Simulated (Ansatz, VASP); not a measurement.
## YPt3F2: VASP beside Ansatz

```
Y Pt F
1.0
     5.78158    0.00000    0.00000
    -2.89079    5.00700    0.00000
     0.00000    0.00000    3.17381
Y Pt F
1 3 2
Direct
  0.00000 0.00000 0.00000
  0.50000 0.00000 0.50000
  0.50000 0.50000 0.50000
  0.00000 0.50000 0.50000
  0.33333 0.66667 0.00000
  0.66667 0.33333 0.00000
```

Change from the starting cell: species swapped into the DyB2Ru3 type (P6/mmm, No. 191).

Alike in both runs: task single point; functional PBE; k mesh 3 × 3 × 6; occupations gaussian, width 0.1 eV; collinear spin.

|  | VASP | Ansatz |
| --- | --- | --- |
| version | VASP 6.6.1 | Ansatz 0.2.0 |
| potentials or method | VASP PAW PBE potentials, release 64 (Y_sv, Pt, F), cutoff 520 eV | scalar-relativistic, plane waves, PAW |
| valence electrons in the cell | 55 | 79 |

VASP gave:

* gap on the k mesh at the Fermi level (eV): none
* pressure (GPa): 14.5
* traceless stress, the component that is largest in VASP (GPa): 17.88
* net moment per atom (μB): 0.04
* size of the moment on the site where the two differ most (μB): 0.12

**Question.** What did Ansatz give for the same quantities?

**Answer.** gap on the k mesh at the Fermi level (eV): none; pressure (GPa): 14.7; traceless stress, the component that is largest in VASP (GPa): 17.95; net moment per atom (μB): 0.04; size of the moment on the site where the two differ most (μB): 0.09.

Site moments also hang on the region over which each program counts them. A gap of «none» marks a metal or a gap that the smearing closes. With one functional, cell and mesh, what is left measures potentials, basis and numerics. VASP's potentials hold 55 valence electrons a cell and Ansatz's 79, so a difference there can come from the potentials and not from the codes. Ansatz's warnings: seeded moment not kept.

The k mesh is coarse, so the values compare programs but aren't converged. Spin-orbit coupling is off throughout.
